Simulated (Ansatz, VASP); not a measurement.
One calculation of Zr2TeSe, two programs

File INCAR:

```
SYSTEM = Zr2TeSe
PREC = Accurate ; ENCUT = 520
EDIFF = 1E-6 ; ISMEAR = 0
SIGMA = 0.1 ; LREAL = .FALSE.
LASPH = .TRUE. ; NELM = 60
ALGO = Normal ; ISIF = 2
LWAVE = .FALSE. ; LCHARG = .TRUE.
GGA = PE ; LELF = .TRUE.
LVHAR = .TRUE. ; NBANDS = 26
```

File KPOINTS:

```
Automatic mesh
0
G
  4 4 4
  0 0 0
```

POSCAR

```
Zr2TeSe
1.0
    3.7947881400      0.0000000000      0.0000000000
    0.0000000000      3.9951548900      0.0000000000
    0.0000000000      0.0000000000      6.7458465700
Zr Te Se
2 1 1
Direct
    0.0000000000      0.5000000000      0.7479710000
    0.0000000000      0.5000000000      0.2520290000
    0.5000000000      0.5000000000      0.5000000000
    0.0000000000      0.0000000000      0.0000000000
```

Input for Ansatz:

```yaml
crystal:
  lattice:
    - [3.79478814, 0.0, 0.0]
    - [0.0, 3.99515489, 0.0]
    - [0.0, 0.0, 6.74584657]
  atoms:
    - { symbol: Zr, position: [0.0, 0.5, 0.747971] }
    - { symbol: Zr, position: [0.0, 0.5, 0.252029] }
    - { symbol: Te, position: [0.5, 0.5, 0.5] }
    - { symbol: Se, position: [0.0, 0.0, 0.0] }
basis:
  ecutwfc: 420
kpoints:
  mp_grid: { grid: [4, 4, 4] }
hamiltonian:
  xc: pbe
scf:
  occupations: { method: gaussian, width: 0.1 }
  lower_state_search: "off"
output:
  forces: true
  stress: true
  eigenvalues: true
```

Change from the starting cell: species swapped into the CuPtO2 type (Pmmm, No. 47).

Alike in both runs: task single point; functional PBE; k mesh 4 × 4 × 4; occupations gaussian, width 0.1 eV; no spin polarisation.

|  | VASP | Ansatz |
| --- | --- | --- |
| version | VASP 6.6.1 | Ansatz 0.2.0 |
| potentials or method | VASP PAW PBE potentials, release 64 (Zr_sv, Te, Se), cutoff 520 eV | scalar-relativistic, plane waves, PAW |
| valence electrons in the cell | 36 | 56 |

Ansatz gave:

- gap on the k mesh at the Fermi level (eV): none
- pressure (GPa): 16.5
- traceless stress, the component that is largest in VASP (GPa): -17.53
- rms of the force components (eV/Å): 1.553

Q: Which values does VASP return?

A: gap on the k mesh at the Fermi level (eV): none; pressure (GPa): 16.6; traceless stress, the component that is largest in VASP (GPa): -17.52; rms of the force components (eV/Å): 1.551.

Atom by atom the forces differ by 0.002 eV/Å (rms over components). A gap of «none» marks a metal or a gap that the smearing closes. VASP's potentials hold 36 valence electrons a cell and Ansatz's 56, so a difference there can come from the potentials and not from the codes.

The k mesh is coarse, so the values compare programs but aren't converged. Neither program's run includes spin-orbit coupling.
